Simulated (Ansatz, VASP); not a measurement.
# Two plane-wave programs on TiB2

```
Ti B
1.0
     3.02920    0.00000    0.00000
    -1.51460    2.62336    0.00000
     0.00000    0.00000    3.22840
Ti B
1 2
Direct
  0.00000 0.00000 0.00000
  0.33333 0.66667 0.50000
  0.66667 0.33333 0.50000
```

Alike in both runs: task single point; functional PBE; k mesh 10 × 10 × 9; occupations fermi-dirac, width 0.1 eV; no spin polarisation.

|  | VASP | Ansatz |
| --- | --- | --- |
| version | VASP 6.6.1 | Ansatz 0.2.0 |
| potentials or method | VASP PAW PBE potentials, release 64 (Ti_sv, B), cutoff 520 eV | plane waves, PAW |
| valence electrons in the cell | 18 | 18 |

```csv
,VASP,Ansatz,Ansatz less VASP
pressure (GPa),0.5,0.3,-0.24
"traceless stress, the component that is largest in VASP (GPa)",-0.51,-0.52,-0.012
```
